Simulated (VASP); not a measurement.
# AlN (F-43m) in VASP: settings compared, part 2 of 2

VASP 6.6.1. Earlier steps stand in the parts before.

## 4. Relaxation of cell and atoms, HSE06

Input file POSCAR:

```
AlN
1.0
    0.0000000000      2.1839935596      2.1839935596
    2.1839935596      0.0000000000      2.1839935596
    2.1839935596      2.1839935596      0.0000000000
Al N
1 1
Direct
    0.0000000000      0.0000000000      0.0000000000
    0.2500000000      0.2500000000      0.2500000000
```

Input file INCAR.step1:

```
SYSTEM = AlN
PREC = Accurate
ENCUT = 600
EDIFF = 1E-5
ISMEAR = -1
SIGMA = 0.05
LREAL = .False.
LASPH = .True.
NELM = 60
ALGO = Normal
LWAVE = .True.
LCHARG = .False.
GGA = PE
NBANDS = 11
```

Input file INCAR.step2:

```
SYSTEM = AlN
PREC = Accurate
ENCUT = 600
EDIFF = 1E-6
ISMEAR = -1
SIGMA = 0.05
LREAL = .False.
LASPH = .True.
NELM = 60
ALGO = Normal
ISIF = 3
LWAVE = .False.
LCHARG = .False.
GGA = PE
LHFCALC = .True.
HFSCREEN = 0.2079
PRECFOCK = Normal
IBRION = 2
NSW = 60
EDIFFG = -0.01
ISTART = 1
```

Input file KPOINTS:

```
Automatic mesh
0
Gamma
  5 5 5
  0 0 0
```

On the command line:

```sh
$ cat potpaw_PBE.64/Al/POTCAR potpaw_PBE.64/N/POTCAR > POTCAR
$ cp INCAR.step1 INCAR
$ mpirun -np 1 vasp_std > vasp.out
$ cp INCAR.step2 INCAR
$ mpirun -np 1 vasp_std > vasp.out
```

Wall time 2.8 min (1 thread of Intel Xeon Platinum 8488C (Sapphire Rapids), shared host); peak memory 0.25 GiB.

The run converged. Its results:

```yaml
Free_energy: -17.3902 eV
Relaxed_volume: 10.39 Å³/atom
Relaxed_cell: a = 3.086 Å, b = 3.086 Å, c = 3.086 Å, α = 60.00°, β = 60.00°, γ = 60.00°
Space_group_after_relaxing_to_0.05_Å: F-43m (No. 216)
Energy_gained_by_relaxing: 0.1 meV/atom
Ionic_steps: 3
Pressure_after_relaxing: 0.0 GPa
Band_gap_on_the_k_mesh: 5.17 eV, indirect (least direct gap 5.58 eV)
```

The path:
```tsv
step	energy change (eV)	largest force (eV/Å)	pressure (GPa)	volume (Å³)
1	0.0000	0.0000	-0.58	20.83
2	0.0000	0.0000	0.58	20.72
3	-0.0001	0.0000	-0.01	20.78
```

Final structure:
```
Al N
1.0
     0.00000    2.18201    2.18201
     2.18201    0.00000    2.18201
     2.18201    2.18201    0.00000
Al N
1 1
Direct
  0.00000 0.00000 0.00000
  0.25000 0.25000 0.25000
```

Levels at points of the mesh, in eV from the valence-band top:
| k point | band 1 | band 2 | band 3 | band 4 | band 5 | band 6 | band 7 | band 8 |
| --- | --- | --- | --- | --- | --- | --- | --- | --- |
| (0.00, 0.00, 0.00) | -16.49 | 0.00 | 0.00 | 0.00 | 5.58 | 14.27 | 14.27 | 14.27 |

Caveat: the k points lie up to 0.50 Å⁻¹ apart in the final cell; the PAW data sets were made with another functional, which shifts forces and pressure a little. A k mesh can miss the band edges.

## 5. Single point, PBE

Input file INCAR:

```
PREC = Accurate ; ENCUT = 520
EDIFF = 1E-6 ; ISMEAR = -1
SIGMA = 0.05 ; LREAL = False
LASPH = True ; NELM = 60
ALGO = Normal ; ISIF = 2
LWAVE = False ; LCHARG = True
GGA = PE ; LELF = True
LVHAR = True ; NBANDS = 11
```

Input file KPOINTS:

```
regular mesh
0
Gamma
  8 8 8
```

POSCAR is that of step 4.

On the command line:

```sh
$ cat potpaw_PBE.64/Al/POTCAR potpaw_PBE.64/N/POTCAR > POTCAR
$ mpirun -np 1 vasp_std > vasp.out
```

It used 8.5 s of CPU time on 1 thread of AMD EPYC 7R13 Processor (Zen 3) (shared host).

The run converged. Its results:

```
Free energy            : -14.8403 eV
Pressure               : 4.6 GPa
Band gap on the k mesh : 3.32 eV, indirect (least direct gap 4.20 eV)
```

Levels at points of the mesh, in eV from the valence-band top:
| k point | band 1 | band 2 | band 3 | band 4 | band 5 | band 6 | band 7 | band 8 |
| --- | --- | --- | --- | --- | --- | --- | --- | --- |
| (0.00, 0.00, 0.00) | -14.98 | 0.00 | 0.00 | 0.00 | 4.20 | 12.56 | 12.56 | 12.56 |
| (0.50, 0.00, 0.00) | -12.93 | -5.85 | -0.48 | -0.48 | 7.38 | 9.86 | 11.15 | 11.15 |
| (0.50, 0.50, 0.00) | -12.30 | -4.90 | -1.77 | -1.77 | 3.32 | 8.61 | 13.96 | 15.73 |

A k mesh can miss the band edges.

## 6. Single point, HSE06

POSCAR is that of step 5.

Input file INCAR.step1:

```
PREC     = Accurate       # precision mode
ENCUT    = 520            # plane-wave cutoff, eV
EDIFF    = 1E-5           # SCF threshold, eV
ISMEAR   = -1             # smearing method
SIGMA    = 0.05           # smearing width, eV
LREAL    = False          # projectors in reciprocal space
LASPH    = True           # aspherical terms in the spheres
NELM     = 80             # most SCF steps
ALGO     = Normal         # electronic algorithm
ISIF     = 2              # what is computed and relaxed
LWAVE    = True           # write WAVECAR
LCHARG   = False          # write CHGCAR
GGA      = PE             # functional
NBANDS   = 11             # bands
```

Input file INCAR.step2:

```
PREC     = Accurate       # precision mode
ENCUT    = 520            # plane-wave cutoff, eV
EDIFF    = 1E-7           # SCF threshold, eV
ISMEAR   = -1             # smearing method
SIGMA    = 0.05           # smearing width, eV
LREAL    = False          # projectors in reciprocal space
LASPH    = True           # aspherical terms in the spheres
NELM     = 80             # most SCF steps
ALGO     = Normal         # electronic algorithm
ISIF     = 2              # what is computed and relaxed
LWAVE    = False          # write WAVECAR
LCHARG   = False          # write CHGCAR
GGA      = PE             # functional
LHFCALC  = True           # exact exchange
HFSCREEN = 0.2079         # screening, 1/A
PRECFOCK = Normal       
ISTART   = 1            
NBANDS   = 11             # bands
```

Input file KPOINTS:

```
regular mesh
0
Gamma
  6 6 6
```

Potentials or basis: VASP PAW PBE potentials, release 64 (Al, N).

On the command line:

```sh
$ cat potpaw_PBE.64/Al/POTCAR potpaw_PBE.64/N/POTCAR > POTCAR
$ cp INCAR.step1 INCAR
$ mpirun -np 1 vasp_std > vasp.out
$ cp INCAR.step2 INCAR
$ mpirun -np 1 vasp_std > vasp.out
```

It used 870 s of CPU time on 1 thread of AMD EPYC 7R13 Processor (Zen 3), on a shared host.

It converged, with:

```yaml
Free_energy: -17.3949 eV
Pressure: -0.5 GPa
Band_gap_on_the_k_mesh: 4.55 eV, indirect (least direct gap 5.55 eV)
```

Levels at points of the mesh, in eV from the valence-band top:
```
           k point  band 1  band 2  band 3  band 4  band 5  band 6  band 7  band 8  band 9
(0.00, 0.00, 0.00)  -16.48    0.00    0.00    0.00    5.55   14.24   14.24   14.24   19.60
(0.50, 0.00, 0.00)  -14.29   -6.35   -0.53   -0.53    8.87   11.64   12.75   12.75   19.92
(0.50, 0.50, 0.00)  -13.61   -5.33   -1.95   -1.95    4.55   10.08   16.10   17.82   17.82
```

Caveat: the PAW data sets were made with another functional, which shifts forces and pressure a little. A k mesh can miss the band edges.

## 7. Overview

| task | level | cell | k mesh | cutoff (eV) | grid for exact exchange (PRECFOCK) | screening parameter | gap on the mesh (eV) | pressure (GPa) |
| --- | --- | --- | --- | --- | --- | --- | --- | --- |
| single point | HSE06 | as given | 5 × 5 × 5 | 520 | Normal | 0.2079 1/Å | 5.17 | -0.5 |
| single point | PBE0 | as given | 5 × 5 × 5 | 520 | Normal | - | 5.93 | -0.6 |
| relaxation of cell and atoms | HSE06 | relaxed | 5 × 5 × 5 | 600 | Normal | 0.2079 1/Å | 5.17 | 0.0 |
| single point | PBE | as given | 8 × 8 × 8 | 520 | - | - | 3.32 | 4.6 |
| single point | HSE06 | as given | 6 × 6 × 6 | 520 | Normal | 0.2079 1/Å | 4.55 | -0.5 |

Alike in all rows: potentials or basis VASP PAW PBE potentials, release 64 (Al, N); no spin polarisation; smearing fermi-dirac 0.05 eV.

Caveats: some runs use coarse meshes; the PAW data sets were made with another functional, which shifts forces and pressure a little (some runs).

Total energies depend on the potentials used, so only differences within one code and one set of settings carry meaning.
